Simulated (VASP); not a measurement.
Wanted: the native input for a VASP 6.6.1 run.

* Task: single point
* Functional: PBEsol
* Potentials or basis: VASP PAW PBE potentials, release 64 (Ti_sv, Al)
* Cutoff: 520 eV
* k mesh: 14 × 14 × 14
* Occupations: gaussian, width 0.15 eV
* Spin: no spin polarisation
* Dipole correction: no
* Further INCAR settings: ALGO = Fast; EDIFF = 1e-06; NBANDS = 14

The structure of TiAl lies in POSCAR:

```
TiAl
1.0
    2.8091745961      0.0000000000      0.0000000000
    0.0000000000      3.5035773053      0.0000000000
    0.0000000000      0.0000000000      3.1563759507
Ti Al
1 1
Direct
    0.0000000000      0.0000000000      0.0000000000
    0.5000000000      0.5000000000      0.5000000000
```

This cell differs from its parent crystal: normal strain along x -0.1100, normal strain along y +0.1100.

The input as run:

INCAR

```
SYSTEM = TiAl
PREC = Accurate
ENCUT = 520
EDIFF = 1E-6
ISMEAR = 0
SIGMA = 0.15
LREAL = .FALSE.
LASPH = .TRUE.
NELM = 100
ALGO = Fast
ISIF = 2
LWAVE = .FALSE.
LCHARG = .FALSE.
GGA = PS
NBANDS = 14
```

KPOINTS

```
regular mesh
0
G
  14 14 14
  0 0 0
```

Potentials or basis: VASP PAW PBE potentials, release 64 (Ti_sv, Al).

Run with:

```bash
$ cat potpaw_PBE.64/Ti_sv/POTCAR potpaw_PBE.64/Al/POTCAR > POTCAR
$ mpirun -np 1 vasp_std > vasp.out
```

It gave:

The pressure is 2.3 GPa.

Caveat: the cell differs from its parent crystal (normal strain along x -0.1100, normal strain along y +0.1100); the PAW data sets were made with another functional, which shifts forces and pressure a little.

It took 4.7 min on 1 thread of Intel(R) Xeon(R) Platinum 8259CL CPU @ 2.50GHz (Skylake/Cascade Lake), with other jobs on the host, peak memory 0.34 GiB.
